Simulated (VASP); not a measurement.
# Mg3O2 (R-3c) in VASP: notebook

Mg3O2 is run at these levels: PBE; tasks: single point, relaxation of cell and atoms.

Everything below comes from runs of VASP 6.6.1. Logs are shortened: lines on timing, memory, paths and dates and some standing lists are left out, and cuts for length are marked.

**1. The cell of the first run**

The structure is trigonal, space group R-3c (No. 167). The conventional cell has a = 5.271 Å, b = 5.271 Å, c = 15.629 Å, α = 90.00°, β = 90.00°, γ = 120.00°. Within 2.9 Å of Mg (site symmetry 2) lie 4 O at 2.18 to 2.19 Å. O (site symmetry 3) has 6 Mg at 2.18 to 2.19 Å and 1 O at 2.69 Å within 2.9 Å.

**2. Single point, PBE**

Input file INCAR:

```
SYSTEM = Mg3O2
ALGO = Normal ; EDIFF = 1E-7
ENCUT = 520 ; GGA = PE
ISIF = 2 ; ISMEAR = 0
LASPH = .TRUE. ; LCHARG = .FALSE.
LREAL = .FALSE. ; LWAVE = .FALSE.
NBANDS = 29 ; NELM = 100
PREC = Accurate ; SIGMA = 0.02
```

Input file KPOINTS:

```
k-points
0
G
  12 12 12
  0 0 0
```

Input file POSCAR:

```
Mg3O2
1.0
    2.6356944788      1.5217189168      5.2096808032
   -2.6356944788      1.5217189168      5.2096808032
    0.0000000000     -3.0434378336      5.2096808032
Mg O
6 4
Direct
    0.5774720750      0.9225279250      0.2500000000
    0.2500000000      0.5774720750      0.9225279250
    0.9225279250      0.2500000000      0.5774720750
    0.4225279250      0.0774720750      0.7500000000
    0.7500000000      0.4225279250      0.0774720750
    0.0774720750      0.7500000000      0.4225279250
    0.3359869984      0.3359869984      0.3359869984
    0.1640130016      0.1640130016      0.1640130016
    0.6640130016      0.6640130016      0.6640130016
    0.8359869984      0.8359869984      0.8359869984
```

Potentials or basis: VASP PAW PBE potentials, release 64 (Mg, O).

Launch:

```bash
> cat potpaw_PBE.64/Mg/POTCAR potpaw_PBE.64/O/POTCAR > POTCAR
> mpirun -np 1 vasp_std > vasp.out
```

OUTCAR:

```text
SYSTEM = Mg3O2
   EDIFF = 1E-7
   ENCUT = 520
   GGA = PE
   ISIF = 2
   ISMEAR = 0
   LASPH = .TRUE.
   LREAL = .FALSE.
   NELM = 100
   PREC = Accurate

 ion  position               nearest neighbor table
   1  0.577  0.923  0.250-   9 2.18  10 2.18   7 2.19   8 2.19   2 2.99   3 2.99   3 3.07   2 3.07
                             3 3.07   2 3.07   4 3.13   4 3.13   5 3.15   6 3.15   6 3.15   5 3.15
   2  0.250  0.577  0.923-   9 2.18  10 2.18   7 2.19   8 2.19   3 2.99   1 2.99   1 3.07   3 3.07
                             3 3.07   1 3.07   5 3.13   5 3.13   4 3.15   6 3.15   6 3.15   4 3.15
   3  0.923  0.250  0.577-  10 2.18   9 2.18   8 2.19   7 2.19   2 2.99   1 2.99   1 3.07   2 3.07
                             2 3.07   1 3.07   6 3.13   6 3.13   4 3.15   5 3.15   5 3.15   4 3.15
   4  0.423  0.077  0.750-   7 2.18   8 2.18   9 2.19  10 2.19   6 2.99   5 2.99   5 3.07   6 3.07
                             6 3.07   5 3.07   1 3.13   1 3.13   3 3.15   2 3.15   3 3.15   2 3.15
   5  0.750  0.423  0.077-   7 2.18   8 2.18   9 2.19  10 2.19   6 2.99   4 2.99   4 3.07   6 3.07
                             6 3.07   4 3.07   2 3.13   2 3.13   1 3.15   3 3.15   3 3.15   1 3.15
   6  0.077  0.750  0.423-   8 2.18   7 2.18  10 2.19   9 2.19   5 2.99   4 2.99   4 3.07   5 3.07
                             5 3.07   4 3.07   3 3.13   3 3.13   1 3.15   2 3.15   2 3.15   1 3.15
   7  0.336  0.336  0.336-   5 2.18   4 2.18   6 2.18   2 2.19   3 2.19   1 2.19
   8  0.164  0.164  0.164-   6 2.18   4 2.18   5 2.18   3 2.19   2 2.19   1 2.19
   9  0.664  0.664  0.664-   2 2.18   1 2.18   3 2.18   5 2.19   6 2.19   4 2.19
  10  0.836  0.836  0.836-   3 2.18   1 2.18   2 2.18   6 2.19   5 2.19   4 2.19

  LATTYP: Found a trigonal (rhomboedric) cell.
 ALAT       =     6.0335137290
 COS(alpha) =     0.6183374754

  Lattice vectors:

 A1 = (   2.6356944788,   1.5217189168,   5.2096808032)
 A2 = (  -2.6356944788,   1.5217189168,   5.2096808032)
 A3 = (   0.0000000000,  -3.0434378336,   5.2096808032)

Analysis of symmetry for initial positions (statically):
=====================================================================
 Subroutine PRICEL returns:
 Original cell was already a primitive cell.

 Routine SETGRP: Setting up the symmetry group for a
 trigonal (rhombohedral) supercell.

 Subroutine GETGRP returns: Found 12 space group operations
 (whereof  6 operations were pure point group operations)
 out of a pool of 12 trial point group operations.

The static configuration has the point symmetry S_6 .
 The point group associated with its full space group is D_3d.

Analysis of symmetry for dynamics (positions and initial velocities):
=====================================================================
 Subroutine PRICEL returns:
 Original cell was already a primitive cell.

 Routine SETGRP: Setting up the symmetry group for a
 trigonal (rhombohedral) supercell.

 Subroutine GETGRP returns: Found 12 space group operations
 (whereof  6 operations were pure point group operations)
 out of a pool of 12 trial point group operations.

The dynamic configuration has the point symmetry S_6 .
 The point group associated with its full space group is D_3d.

 Subroutine INISYM returns: Found 12 space group operations
 (whereof  6 operations are pure point group operations),
 and found     1 'primitive' translations

----------------------------------------------------------------------------------------

                                     Primitive cell

  volume of cell :     125.3695

  direct lattice vectors                    reciprocal lattice vectors
     2.635694479  1.521718917  5.209680803     0.189703323  0.109525264  0.063983447
    -2.635694479  1.521718917  5.209680803    -0.189703323  0.109525264  0.063983447
     0.000000000 -3.043437834  5.209680803     0.000000000 -0.219050529  0.063983447

  length of vectors
     6.033513729  6.033513729  6.033513729     0.228203890  0.228203890  0.228203890

  position of ions in fractional coordinates (direct lattice)
     0.577472075  0.922527925  0.250000000
     0.250000000  0.577472075  0.922527925
     0.922527925  0.250000000  0.577472075
     0.422527925  0.077472075  0.750000000
     0.750000000  0.422527925  0.077472075
     0.077472075  0.750000000  0.422527925
     0.335986998  0.335986998  0.335986998
     0.164013002  0.164013002  0.164013002
     0.664013002  0.664013002  0.664013002
     0.835986998  0.835986998  0.835986998

  ion indices of the primitive-cell ions
   primitive index   ion index
                 1           1
                 2           2
                 3           3
                 4           4
                 5           5
                 6           6
                 7           7
                 8           8
                 9           9
                10          10

----------------------------------------------------------------------------------------

 KPOINTS: k-points

Automatic generation of k-mesh.
 Grid dimensions read from file:
 generate k-points for:   12   12   12

 Generating k-lattice:

  Cartesian coordinates                     Fractional coordinates (reciprocal lattice)
     0.015808610  0.009127105  0.005331954     0.083333333  0.000000000  0.000000000
    -0.015808610  0.009127105  0.005331954     0.000000000  0.083333333  0.000000000
     0.000000000 -0.018254211  0.005331954     0.000000000  0.000000000  0.083333333

  Length of vectors
     0.019016991  0.019016991  0.019016991

  Shift w.r.t. Gamma in fractional coordinates (k-lattice)
     0.000000000  0.000000000  0.000000000

 Subroutine IBZKPT returns following result:
 ===========================================

 Found    189 irreducible k-points:

 Following reciprocal coordinates:
            Coordinates               Weight
  0.000000  0.000000  0.000000      1.000000
  0.083333  0.000000  0.000000      6.000000
  0.166667  0.000000  0.000000      6.000000
  0.250000 -0.000000  0.000000      6.000000
  0.333333  0.000000 -0.000000      6.000000
  0.416667 -0.000000  0.000000      6.000000
[... 16 lines left out ...]
  0.500000  0.166667 -0.000000     12.000000
 -0.416667  0.166667  0.000000     12.000000
 [... further k-points ...]
   k-points           NKPTS =    189   k-points in BZ     NKDIM =    189   number of bands    NBANDS=     29
   number of dos      NEDOS =    301   number of ions     NIONS =     10
   total plane-waves  NPLWV = 110592
   dimension x,y,z NGX =    48 NGY =   48 NGZ =   48
   dimension x,y,z NGXF=    96 NGYF=   96 NGZF=   96
   ions per type =               6   4
   NGX,Y,Z   is equivalent  to a cutoff of  13.23, 13.23, 13.23 a.u.
   NGXF,Y,Z  is equivalent  to a cutoff of  26.45, 26.45, 26.45 a.u.
 SYSTEM =  Mg3O2
   PREC   = accura    normal or accurate (medium, high low for compatibility)
   ISTART =      0    job   : 0-new  1-cont  2-samecut
   ICHARG =      2    charge: 1-file 2-atom 10-const
   ISPIN  =      1    spin polarized calculation?
   LNONCOLLINEAR =      F non collinear calculations
   LSORBIT =      F    spin-orbit coupling
   LASPH  =      T    aspherical Exc in radial PAW
   ENCUT  =  520.0 eV  38.22 Ry    6.18 a.u.  11.22 11.22 11.22*2*pi/ulx,y,z
   NELM   =    100;   NELMIN=  2; NELMDL= -5     # of ELM steps
   EDIFF  = 0.1E-06   stopping-criterion for ELM
   LREAL  =      F    real-space projection
   EDIFFG = 0.1E-05   stopping-criterion for IOM
   NSW    =      0    number of steps for IOM
   IBRION =     -1    ionic relax: 0-MD 1-quasi-New 2-CG
   NFREE  =      0    steps in history (QN), initial steepest desc. (CG)
   ISIF   =      2    stress and relaxation
   ISYM   =      2    0-nonsym 1-usesym 2-fastsym
   POTIM  = 0.5000    time-step for ionic-motion
   TEBEG  =    0.0;   TEEND  =   0.0 temperature during run
   PSTRESS=    0.0 pullay stress
   NELECT =      36.0000    total number of electrons
   NUPDOWN=      -1.0000    fix difference up-down
   EMIN   =  10.00;   EMAX   =-10.00  energy-range for DOS
   EFERMI =   0.00;   METHOD = LEGACY
   ISMEAR =     0;   SIGMA  =   0.02  broadening in eV -4-tet -1-fermi 0-gaus
   EFERMI_NEDOS =   21; number of points for ismear=-14 and -15
   IALGO  =     38    algorithm
   IMIX   =      4    mixing-type and parameters
     AMIX     =   0.40;   BMIX     =  1.00
     AMIX_MAG =   1.60;   BMIX_MAG =  1.00
  volume/ion in A,a.u.               =      12.54        84.60
  Fermi-wavevector in a.u.,A,eV,Ry     =   1.080053  2.041004 15.871391  1.166514
  Thomas-Fermi vector in A             =   2.216034
   LORBIT       =      0    0 simple, 1 ext, 2 COOP (PROOUT), +10 PAW based schemes
   GGA     = PE    functional components
   LHFCALC =     F    Hartree Fock is set to
   AEXX    =    0.0000 exact exchange contribution
   IVDW    =     0    specifies the selected vdW correction
   LEPSILON=     F    determine dielectric tensor
   LRPA    =     F    only Hartree local field effects (RPA)
 non-spin polarized calculation
 Gauss-broadening in eV      SIGMA  =   0.02
  energy-cutoff  :      520.00
  volume of cell :      125.37
 maximum number of plane-waves:      3397
 NGX is ok and might be reduce to    48
   NGX = 23   NGY = 23   NGZ = 23

 number of electron      36.0000004 magnetization

 Free energy of the ion-electron system (eV)
  ---------------------------------------------------
  ext. energy  EPLUGINS =         0.00000000
  ---------------------------------------------------
  free energy    TOTEN  =       -46.26615306 eV

  energy without entropy =      -46.26615306  energy(sigma->0) =      -46.26615306

 E-fermi :   5.2924     XC(G=0):  -9.9929

 val. band max:        5.1201778288   @ k =  -0.1667   0.0833   0.0833
 cond. band min:       5.5546784712   @ k =   0.5000   0.5000   0.0000
 fundamental gap:      0.4345006423
 Fermi energy:         5.2924335146

 k-point     1 :       0.0000    0.0000    0.0000
  band No.  band energies     occupation
      1     -14.8027      2.00000
      2     -14.1483      2.00000
      3     -14.0989      2.00000
      4     -13.7441      2.00000
      5      -2.1327      2.00000
      6      -1.3404      2.00000
[... 21 lines left out ...]
     28      12.5469      0.00000
     29      13.1191      0.00000

 k-point     2 :       0.0833    0.0000    0.0000
  band No.  band energies     occupation
      1     -14.7903      2.00000
      2     -14.1504      2.00000
      3     -14.1025      2.00000
      4     -13.7526      2.00000
      5      -2.1072      2.00000
      6      -1.3647      2.00000
[... 21 lines left out ...]
     28      12.5511      0.00000
     29      12.8863      0.00000

 k-point     3 :       0.1667    0.0000    0.0000
  band No.  band energies     occupation
      1     -14.7539      2.00000
      2     -14.1689      2.00000
      3     -14.1007      2.00000
      4     -13.7767      2.00000
      5      -2.0322      2.00000
      6      -1.4312      2.00000
[... 21 lines left out ...]
     28      12.7513      0.00000
     29      12.8195      0.00000

 k-point     4 :       0.2500   -0.0000    0.0000
  band No.  band energies     occupation
      1     -14.6965      2.00000
      2     -14.2143      2.00000
      3     -14.0819      2.00000
      4     -13.8140      2.00000
      5      -1.9148      2.00000
      6      -1.5125      2.00000
[... 597 lines left out ...]
     28      12.9225      0.00000
     29      13.3124      0.00000

 k-point    23 :       0.5000    0.1667   -0.0000
  band No.  band energies     occupation
      1     -14.4950      2.00000
      2     -14.3746      2.00000
      3     -14.0103      2.00000
      4     -13.9410      2.00000
      5      -2.0204      2.00000
      6      -1.8134      2.00000
[... 21 lines left out ...]
     28      12.7263      0.00000
     29      13.3215      0.00000

 k-point    24 :      -0.4167    0.1667    0.0000
  band No.  band energies     occupation
      1     -14.4529      2.00000
      2     -14.4118      2.00000
      3     -13.9888      2.00000
      4     -13.9677      2.00000
      5      -1.9875      2.00000
      6      -1.8841      2.00000
[... 21 lines left out ...]
     28      12.4409      0.00000
     29      13.0870      0.00000

 [... further k-points ...]

------------------------ aborting loop because EDIFF is reached ----------------------------------------

  FORCE on cell =-STRESS in cart. coord.  units (eV):
  Direction    XX          YY          ZZ          XY          YZ          ZX
  --------------------------------------------------------------------------------------
  -------------------------------------------------------------------------------------
  Total       -0.3633805     -0.3633805     -0.3963244      0.0000000      0.0000000      0.0000000
  in kB       -4.6438731     -4.6438731     -5.0648839      0.0000000      0.0000000      0.0000000
  external PRESSURE =      -4.7842100 kB  Pullay stress =       0.0000000 kB

 VOLUME and BASIS-vectors are now :
 -----------------------------------------------------------------------------
  energy-cutoff  :      520.00
  volume of cell :      125.37
      direct lattice vectors                 reciprocal lattice vectors
     2.635694479  1.521718917  5.209680803     0.189703323  0.109525264  0.063983447
    -2.635694479  1.521718917  5.209680803    -0.189703323  0.109525264  0.063983447
     0.000000000 -3.043437834  5.209680803     0.000000000 -0.219050529  0.063983447

 POSITION                                       TOTAL-FORCE (eV/Angst)
 -----------------------------------------------------------------------------------
     -0.90946      1.52172      9.11694        -0.007386      0.000000      0.000000
     -0.86312     -1.54848      9.11694         0.003693     -0.006396      0.000000
      1.77258      0.02676      9.11694         0.003693      0.006396      0.000000
      0.90946     -1.52172      6.51210         0.007386      0.000000      0.000000
      0.86312      1.54848      6.51210        -0.003693      0.006396      0.000000
     -1.77258     -0.02676      6.51210        -0.003693     -0.006396      0.000000
      0.00000      0.00000      5.25116         0.000000     -0.000000     -0.005527
      0.00000      0.00000      2.56337         0.000000      0.000000      0.005527
      0.00000      0.00000     10.37789         0.000000      0.000000      0.005527
      0.00000      0.00000     13.06568         0.000000     -0.000000     -0.005527
 -----------------------------------------------------------------------------------
    total drift:                                0.000000      0.000000     -0.000000

  FREE ENERGIE OF THE ION-ELECTRON SYSTEM (eV)
  ---------------------------------------------------
  free  energy   TOTEN  =       -46.2661530593 eV

  energy  without entropy=      -46.2661530593  energy(sigma->0) =      -46.26615306
```

Run time: 8.5 min. Hardware: 1 thread of Intel Xeon Platinum 8488C (Sapphire Rapids), shared host; peak memory 0.7 GiB.

What came out:

```yaml
Free_energy: -46.2662 eV
Pressure: -0.5 GPa
Largest_force: 0.007 eV/Å
Band_gap_on_the_k_mesh: 0.43 eV, indirect (least direct gap 0.79 eV)
```

Forces in eV/Å, atoms in the order of the input:
```
Mg  -0.007  0.000  0.000
Mg   0.004 -0.006  0.000
Mg   0.004  0.006  0.000
Mg   0.007  0.000  0.000
Mg  -0.004  0.006  0.000
Mg  -0.004 -0.006  0.000
O    0.000  0.000 -0.006
O    0.000  0.000  0.006
O    0.000  0.000  0.006
O    0.000  0.000 -0.006
```

A k mesh can miss the band edges. A hybrid or GW would open this gap; PBE tends to underestimate it.

**3. Single point, PBE**

Input file INCAR:

```
ALGO = Normal ; EDIFF = 1E-6
ENCUT = 520 ; GGA = PE
ISIF = 2 ; ISMEAR = 0
LASPH = True ; LCHARG = False
LREAL = False ; LWAVE = False
NBANDS = 29 ; NELM = 100
PREC = Accurate ; SIGMA = 0.1
```

Input file KPOINTS:

```
k-points
0
Gamma
  6 6 6
```

Input file POSCAR:

```
Mg3O2
1.0
    2.6363380216      1.5220904664      5.2051652369
   -2.6363380216      1.5220904664      5.2051652369
    0.0000000000     -3.0441809329      5.2051652369
Mg O
6 4
Direct
    0.0774282472      0.4225717528      0.7500000000
    0.7500000000      0.0774282472      0.4225717528
    0.4225717528      0.7500000000      0.0774282472
    0.9225717528      0.5774282472      0.2500000000
    0.2500000000      0.9225717528      0.5774282472
    0.5774282472      0.2500000000      0.9225717528
    0.8360346368      0.8360346368      0.8360346368
    0.6639653632      0.6639653632      0.6639653632
    0.1639653632      0.1639653632      0.1639653632
    0.3360346368      0.3360346368      0.3360346368
```

Potentials or basis: VASP PAW PBE potentials, release 64 (Mg, O).

Launch:

```bash
> cat potpaw_PBE.64/Mg/POTCAR potpaw_PBE.64/O/POTCAR > POTCAR
> mpirun -np 1 vasp_std > vasp.out
```

Run time: 89 s. Hardware: 1 thread of Intel Xeon Platinum 8488C (Sapphire Rapids), shared host; peak memory 0.36 GiB.

The run converged. Its results:

```
Free energy            : -46.2660 eV
Pressure               : -0.4 GPa
Largest force          : 0.009 eV/Å
Band gap on the k mesh : 0.44 eV, indirect (least direct gap 0.79 eV)
```

Forces on the atoms (eV/Å):
```
Mg  -0.005  0.000  0.000
Mg   0.003 -0.005  0.000
Mg   0.003  0.005  0.000
Mg   0.005  0.000  0.000
Mg  -0.003  0.005  0.000
Mg  -0.003 -0.005  0.000
O    0.000  0.000 -0.009
O    0.000  0.000  0.009
O    0.000  0.000  0.009
O    0.000  0.000 -0.009
```

Stress tensor (GPa, compression positive):
```
-0.50  0.00  0.00
 0.00 -0.50  0.00
 0.00  0.00 -0.29
```

Levels at points of the mesh, in eV from the valence-band top:
```
           k point  band 16  band 17  band 18  band 19  band 20  band 21
(0.00, 0.00, 0.00)    -4.25    -3.51    -0.29     1.76     1.76     3.34
(0.50, 0.00, 0.00)    -4.36    -0.69    -0.69     1.97     1.97     2.67
(0.50, 0.50, 0.00)    -4.20    -0.52    -0.35     0.44     1.17     2.56
(0.50, 0.50, 0.50)    -4.68    -1.36    -1.36     2.54     2.54     2.54
```

A k mesh can miss the band edges. As with any semilocal functional, this PBE gap is likely too small.

[end of part 1 of 2]
